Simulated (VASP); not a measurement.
Set up this calculation in VASP 6.6.1, as the native input.

```
Task                   : single point
Functional             : LDA
Potentials or basis    : VASP PAW LDA potentials, release 64 (Sb)
Cutoff                 : 520 eV
k mesh                 : 13 × 13 × 13
Occupations            : fermi-dirac, width 0.05 eV
Spin                   : no spin polarisation
Dipole correction      : no
Further INCAR settings : ALGO = Normal; EDIFF = 1e-06; NBANDS = 8
```

The structure of Sb lies in POSCAR:

```
Sb
1.0
    3.2015837161      0.0000000000      0.0000000000
    0.0000000000      3.2015837161      0.0000000000
    0.0000000000      0.0000000000      3.2015837161
Sb
1
Direct
    0.0000000000      0.0000000000      0.0000000000
```

This isn't the form of Sb at room conditions, which is rhombohedral.

These files were run (other wordings do the same):

INCAR

```
SYSTEM = Sb
ALGO     = Normal         ! electronic algorithm
EDIFF    = 1E-6           ! SCF threshold, eV
ENCUT    = 520            ! plane-wave cutoff, eV
GGA      = CA             ! functional
ISIF     = 2              ! what is computed and relaxed
ISMEAR   = -1             ! smearing method
LASPH    = .TRUE.         ! aspherical terms in the spheres
LCHARG   = .FALSE.        ! write CHGCAR
LREAL    = .FALSE.        ! projectors in reciprocal space
LWAVE    = .FALSE.        ! write WAVECAR
NBANDS   = 8              ! bands
NELM     = 80             ! most SCF steps
PREC     = Accurate       ! precision mode
SIGMA    = 0.05           ! smearing width, eV
```

KPOINTS

```
k-points
0
G
  13 13 13
  0 0 0
```

Potentials or basis: VASP PAW LDA potentials, release 64 (Sb).

The run is started by

```bash
$ cat potpaw_LDA.64/Sb/POTCAR > POTCAR
$ mpirun -np 1 vasp_std > vasp.out
```

Results of the run:

```json
{"Pressure": "-7.2 GPa", "Band gap on the k mesh": "zero (an odd number of electrons rules out a gap without spin polarisation)"}
```

Caveat: the cell stands under tension; spin-orbit coupling is left out, which moves the levels of the heavy elements.

It took 3.6 s on 1 thread of Intel(R) Xeon(R) 6975P-C (Granite Rapids) (shared host), peak memory 0.13 GiB.
